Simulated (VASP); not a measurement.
Write the native input for VASP 6.6.1 that does the following.

```
Task                   : single point
Functional             : PBE
Potentials or basis    : VASP PAW PBE potentials, release 64 (K_sv)
Cutoff                 : 520 eV
k mesh                 : 8 × 8 × 8
Occupations            : fermi-dirac, width 0.05 eV
Spin                   : no spin polarisation
Dipole correction      : no
Further INCAR settings : ALGO = Normal; EDIFF = 1e-07; NBANDS = 16
```

The structure of K lies in POSCAR:

```
K
1.0
    0.0000000000      3.8278316473      3.8278316473
    3.8278316473      0.0000000000      3.8278316473
    3.8278316473      3.8278316473      0.0000000000
K
2
Direct
   -0.1250000000     -0.1250000000     -0.1250000000
    0.1250000000      0.1250000000      0.1250000000
```

These files were run (other wordings do the same):

INCAR

```
SYSTEM = K
PREC     = Accurate       ! precision mode
ENCUT    = 520            ! plane-wave cutoff, eV
EDIFF    = 1E-7           ! SCF threshold, eV
ISMEAR   = -1             ! smearing method
SIGMA    = 0.05           ! smearing width, eV
LREAL    = .False.        ! projectors in reciprocal space
LASPH    = .True.         ! aspherical terms in the spheres
NELM     = 100            ! most SCF steps
ALGO     = Normal         ! electronic algorithm
ISIF     = 2              ! what is computed and relaxed
LWAVE    = .False.        ! write WAVECAR
LCHARG   = .False.        ! write CHGCAR
GGA      = PE             ! functional
NBANDS   = 16             ! bands
```

KPOINTS

```
regular mesh
0
Gamma
  8 8 8
  0 0 0
```

Potentials or basis: VASP PAW PBE potentials, release 64 (K_sv).

Run with:

```sh
$ cat potpaw_PBE.64/K_sv/POTCAR > POTCAR
$ mpirun -np 1 vasp_std > vasp.out
```

Results of the run:

* Pressure: 2.5 GPa
* Band gap on the k mesh: zero (band 9 reaches 0.96 eV, above the bottom of band 10 at 0.28 eV)

It took 54 s on 1 thread of Intel Xeon 6975P-C, on a shared host, peak memory 0.25 GiB.
